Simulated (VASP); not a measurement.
Here is a VASP 6.6.1 calculation.

File INCAR:

```
SYSTEM = AlN
PREC     = Accurate       ! precision mode
ENCUT    = 520            ! plane-wave cutoff, eV
EDIFF    = 1E-6           ! SCF threshold, eV
ISMEAR   = 0              ! smearing method
SIGMA    = 0.05           ! smearing width, eV
LREAL    = .FALSE.        ! projectors in reciprocal space
LASPH    = .TRUE.         ! aspherical terms in the spheres
NELM     = 80             ! most SCF steps
ALGO     = Normal         ! electronic algorithm
ISIF     = 2              ! what is computed and relaxed
LWAVE    = .FALSE.        ! write WAVECAR
LCHARG   = .FALSE.        ! write CHGCAR
GGA      = PE             ! functional
IBRION   = 2              ! ionic algorithm
NSW      = 50             ! ionic steps
EDIFFG   = -0.01          ! ionic threshold
```

File KPOINTS:

```
regular mesh
0
G
  9 9 6
  0 0 0
```

POSCAR

```
AlN
1.0
    3.0986000000      0.0000000000      0.0000000000
   -1.5493000000      2.6834663162      0.0000000000
    0.0000000000      0.0000000000      5.0169562961
Al N
2 2
Direct
    0.3333333333      0.6666666667      0.0017290859
    0.6666666667      0.3333333333      0.5017290859
    0.3333333333      0.6666666667      0.3832709141
    0.6666666667      0.3333333333      0.8832709141
```

Potentials or basis: VASP PAW PBE potentials, release 64 (Al, N).

Run with:

```sh
$ cat potpaw_PBE.64/Al/POTCAR potpaw_PBE.64/N/POTCAR > POTCAR
$ mpirun -np 1 vasp_std > vasp.out
```

**Question.** Predict the energy gained by relaxing.

**Answer.** 0.2 meV/atom.

**Question.** Predict the band gap on the k mesh.

**Answer.** 4.27 eV.

Stress tensor (GPa, compression positive):
```
5.02 0.00 0.00
0.00 5.02 0.00
0.00 0.00 1.90
```

A k mesh can miss the band edges. Expect the measured gap to be larger: semilocal functionals such as PBE lack the derivative discontinuity.
